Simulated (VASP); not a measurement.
A run of VASP 6.6.1 is set up as follows.

INCAR

```
SYSTEM = Ni
  ALGO = Normal
  EDIFF = 1E-6
  ENCUT = 520
  GGA = PS
  ISIF = 2
  ISMEAR = 0
  ISPIN = 2
  LASPH = .TRUE.
  LCHARG = .FALSE.
  LMAXMIX = 4
  LORBIT = 11
  LREAL = .FALSE.
  LWAVE = .FALSE.
  MAGMOM = 0.81
  NBANDS = 15
  NELM = 150
  PREC = Accurate
  SIGMA = 0.15
```

The input KPOINTS:

```
k-points
0
G
  22 22 22
  0 0 0
```

The input POSCAR:

```
Ni
1.0
    0.0000000000      1.8386680000      1.6972320000
    1.8386680000      0.0000000000      1.6972320000
    1.8386680000      1.8386680000      0.0000000000
Ni
1
Direct
    0.0000000000      0.0000000000      0.0000000000
```

Potentials or basis: VASP PAW PBE potentials, release 64 (Ni).

The run is started by

```bash
$ cat potpaw_PBE.64/Ni/POTCAR > POTCAR
$ mpirun -np 1 vasp_std > vasp.out
```

**Question.** Predict the net moment.

**Answer.** 0.64 μB per cell.

**Question.** What does it give for the site moments?

**Answer.** Ni +0.65 μB.

**Question.** Predict the pressure.

**Answer.** -17.5 GPa.

Stress tensor (GPa, compression positive):
```
-19.53   0.00   0.00
  0.00 -19.53   0.00
  0.00   0.00 -13.34
```

Caveat: the cell differs from its parent crystal (strain +0.040 along x and y, -0.040 along z); the stress differs along the axes, from -20 to -13 GPa; the PAW data sets were made with another functional, which shifts forces and pressure a little.
